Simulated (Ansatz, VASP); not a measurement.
## RbRhO3 in VASP and in Ansatz

Contents of INCAR:

```
SYSTEM = RbRhO3
PREC = Accurate
ENCUT = 520
EDIFF = 1E-6
ISMEAR = 1
SIGMA = 0.5
LREAL = .FALSE.
LASPH = .TRUE.
NELM = 80
ALGO = Normal
ISIF = 2
LWAVE = .FALSE.
LCHARG = .FALSE.
NBANDS = 29
```

File KPOINTS:

```
regular mesh
0
G
  6 6 6
  0 0 0
```

The input POSCAR:

```
RbRhO3
1.0
    4.0427080000      0.0000000000      0.0000000000
    0.0000000000      4.0427080000      0.0000000000
    0.0000000000      0.0000000000      4.0427080000
Rb Rh O
1 1 3
Direct
    0.0000000000      0.0000000000      0.0000000000
    0.5000000000      0.5000000000      0.5000000000
    0.5000000000      0.5000000000      0.0000000000
    0.5000000000      0.0000000000      0.5000000000
    0.0000000000      0.5000000000      0.5000000000
```

Input for Ansatz:

```yaml
crystal:
  lattice:
    - [4.042708, 0.0, 0.0]
    - [0.0, 4.042708, 0.0]
    - [0.0, 0.0, 4.042708]
  atoms:
    - { symbol: Rb, position: [0.0, 0.0, 0.0] }
    - { symbol: Rh, position: [0.5, 0.5, 0.5] }
    - { symbol: O, position: [0.5, 0.5, 0.0] }
    - { symbol: O, position: [0.5, 0.0, 0.5] }
    - { symbol: O, position: [0.0, 0.5, 0.5] }
kpoints:
  mp_grid:
    grid: [6, 6, 6]
hamiltonian:
  xc: lda
  pseudopotentials:
    kind: paw
scf:
  occupations:
    method: methfessel_paxton
    width: 0.5
output:
  forces: true
  stress: true
```

Alike in both runs: task single point; functional LDA; k mesh 6 × 6 × 6; occupations methfessel-paxton of order 1, width 0.5 eV; no spin polarisation.

```csv
,VASP,Ansatz
version,VASP 6.6.1,Ansatz 0.2.0
potentials or method,"VASP PAW LDA potentials, release 64 (Rb_sv, Rh_pv, O)","plane waves, PAW"
plane-wave cutoff (eV),520,420
valence electrons in the cell,42,44
```

Ansatz gave:

* pressure (GPa): -14.9

Which values does VASP return?

Pressure (GPa): -14.3.

LDA's correlation is that of Perdew and Zunger in VASP and of Perdew and Wang (1992) in Ansatz. VASP's potentials hold 42 valence electrons a cell and Ansatz's 44, so a difference there can come from the potentials and not from the codes.
